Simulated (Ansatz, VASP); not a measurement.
# AsSe4: VASP beside Ansatz

```
As Se
1.0
    -4.31580    4.31580    1.73797
     4.31580   -4.31580    1.73797
     4.31580    4.31580   -1.73797
As Se
1 4
Direct
  0.00000 0.00000 0.00000
  0.72355 0.64229 0.36584
  0.27645 0.35771 0.63416
  0.64229 0.27645 0.91874
  0.35771 0.72355 0.08126
```

Change from the starting cell: species swapped into the ScAu4 type (I4/m, No. 87).

Alike in both runs: functional PBE; k mesh 4 × 4 × 4; occupations gaussian, width 0.1 eV; no spin polarisation.

Ansatz relaxed the structure, and its values are those at the end. VASP's run is a single point on that final structure, the one shown.

|  | VASP | Ansatz |
| --- | --- | --- |
| version | VASP 6.6.1 | Ansatz 0.2.0 |
| potentials or method | VASP PAW PBE potentials, release 64 (As, Se), cutoff 520 eV | scalar-relativistic, plane waves, PAW |
| valence electrons in the cell | 29 | 79 |

```tsv
	VASP	Ansatz	Ansatz less VASP
gap on the k mesh at the Fermi level (eV)	none	none	-
pressure (GPa)	0.1	0.0	-0.04
rms of the force components (eV/Å)	0.006	0.003	-0.0033
```

A gap of «none» marks a metal or a gap that the smearing closes. VASP's potentials hold 29 valence electrons a cell and Ansatz's 79, so a difference there can come from the potentials and not from the codes.

The k mesh is coarse, so the values compare programs but aren't converged.
